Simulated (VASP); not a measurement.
Crystal: Pb.

```
Pb
1.0
     0.00000    3.28587    3.28587
     3.28587    0.00000    3.28587
     3.28587    3.28587    0.00000
Pb
2
Direct
  0.50000 0.50000 0.50000
  0.75000 0.75000 0.75000
```

| Property | Result |
| --- | --- |
| Program | VASP 6.6.1 |
| Task | relaxation of cell and atoms |
| Functional | PBE |
| Potentials or basis | VASP PAW PBE potentials, release 64 (Pb_d) |
| Cutoff | 600 eV |
| k mesh | 4 × 4 × 4 |
| Occupations | gaussian, width 0.1 eV |
| Spin | no spin polarisation |

At the start: pressure 10.2 GPa; volume 35.48 Å³/atom.

**Question.** How do energy, volume and symmetry change on relaxing?

**Answer.** Over 3 steps the energy falls by 242.2 meV/atom and the volume is 44.78 Å³/atom (+26.2 %); space group Fd-3m (No. 227, to 0.05 Å).

The path:
```tsv
step	energy change (eV)	largest force (eV/Å)	pressure (GPa)	volume (Å³)
1	0.0000	0.0000	10.17	70.95
2	-0.4494	0.0000	-1.52	96.69
3	-0.4843	0.0000	0.08	89.57
```

Final structure:
```
CELL_PARAMETERS angstrom
0.00000 3.55121 3.55121
3.55121 0.00000 3.55121
3.55121 3.55121 0.00000
ATOMIC_POSITIONS crystal
Pb 0.50000 0.50000 0.50000
Pb 0.75000 0.75000 0.75000
```

Caveat: the k points lie up to 0.38 Å⁻¹ apart in the final cell; the volume moved by over 15 % at a fixed basis, so the end points are rough.
